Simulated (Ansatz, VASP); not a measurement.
# ZnS: VASP beside Ansatz

The input INCAR:

```
PREC = Accurate ; ENCUT = 600
EDIFF = 1E-6 ; ISMEAR = -1
SIGMA = 0.08 ; LREAL = F
LASPH = T ; NELM = 60
ALGO = Normal ; ISIF = 3
LWAVE = F ; LCHARG = F
GGA = PS ; IBRION = 2
NSW = 100 ; EDIFFG = -0.002
```

The input KPOINTS:

```
regular mesh
0
Gamma
  12 12 12
```

File POSCAR:

```
ZnS
1.0
    0.0000000000      2.7020000000      2.7020000000
    2.7020000000      0.0000000000      2.7020000000
    2.7020000000      2.7020000000      0.0000000000
Zn S
1 1
Direct
    0.7500000000      0.7500000000      0.7500000000
    0.0000000000      0.0000000000      0.0000000000
```

Input for Ansatz:

```yaml
crystal:
  lattice:
    - [0.0, 2.702, 2.702]
    - [2.702, 0.0, 2.702]
    - [2.702, 2.702, 0.0]
  atoms:
    - { symbol: Zn, position: [0.75, 0.75, 0.75] }
    - { symbol: S, position: [0.0, 0.0, 0.0] }
kpoints:
  mp_grid: { grid: [12, 12, 12] }
scf:
  occupations: { method: fermi_dirac, width: 0.08 }
hamiltonian:
  xc: pbesol
  pseudopotentials: { kind: paw }
relax:
  f_tol: 0.002
  max_steps: 80
  cell: {}
output:
  forces: true
  stress: true
```

Alike in both runs: task relaxation of cell and atoms; functional PBEsol; k mesh 12 × 12 × 12; occupations fermi-dirac, width 0.08 eV; no spin polarisation.

|  | VASP | Ansatz |
| --- | --- | --- |
| version | VASP 6.6.1 | Ansatz 0.2.0 |
| potentials or method | VASP PAW PBE potentials, release 64 (Zn, S) | PAW with Ansatz's default frozen-core files, scalar-relativistic |
| plane-wave cutoff (eV) | 600 | 420 |
| valence electrons in the cell | 18 | 18 |

|  | VASP | Ansatz | Ansatz less VASP |
| --- | --- | --- | --- |
| relaxed volume (Å³/atom) | 19.27 | 19.20 | -0.067 |
| relaxed cell length with the largest relative difference (Å) | 3.791 | 3.787 | -0.0044 |

VASP's potentials were made for PBE, not for PBEsol.
